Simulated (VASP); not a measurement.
Write the native input for VASP 6.6.1 that does the following.

```yaml
Task: relaxation of volume and atoms at fixed shape
Functional: PBE
Potentials_or_basis: VASP PAW PBE potentials, release 64 (Zn, S)
Cutoff: 500 eV
k_mesh: 4 × 4 × 4
Occupations: methfessel-paxton, width 0.048 eV
Spin: no spin polarisation
Dipole_correction: no
Further_INCAR_settings: ALGO = Normal; EDIFF = 1e-07; IBRION = 2; EDIFFG = -0.02; NSW = 30; ISIF = 8
```

The structure of ZnS lies in POSCAR:

```
ZnS
1.0
    0.0000000000      2.6936828773      2.6936828773
    2.6936828773      0.0000000000      2.6936828773
    2.6936828773      2.6936828773      0.0000000000
Zn S
1 1
Direct
    0.0000000000      0.0000000000      0.0000000000
    0.2500000000      0.2500000000      0.2500000000
```

One way to write it, as run:

INCAR

```
PREC = Accurate
ENCUT = 500
EDIFF = 1E-7
ISMEAR = 1
SIGMA = 0.048
LREAL = F
LASPH = T
NELM = 120
ALGO = Normal
ISIF = 8
LWAVE = F
LCHARG = F
GGA = PE
IBRION = 2
NSW = 30
EDIFFG = -0.02
GGA_COMPAT = F
NELMIN = 4
```

KPOINTS

```
Automatic mesh
0
Gamma
  4 4 4
```

Potentials or basis: VASP PAW PBE potentials, release 64 (Zn, S).

Command:

```bash
$ cat potpaw_PBE.64/Zn/POTCAR potpaw_PBE.64/S/POTCAR > POTCAR
$ mpirun -np 1 vasp_std > vasp.out
```

Results of the run:

The relaxed volume is 20.28 Å³/atom and the relaxed cell is a = 3.857 Å, b = 3.857 Å, c = 3.857 Å, α = 60.00°, β = 60.00°, γ = 60.00°. The space group after relaxing (to 0.05 Å) is F-43m (No. 216). The energy gained by relaxing is 6.2 meV/atom, the ionic steps are 3 and the pressure after relaxing is 0.0 GPa. The band gap on the k mesh is 1.98 eV, direct.

Caveat: the k points lie up to 0.50 Å⁻¹ apart in the final cell.

Run time: 8.9 s on 1 thread of Intel(R) Xeon(R) 6975P-C (Granite Rapids) (shared host), peak memory 0.15 GiB.
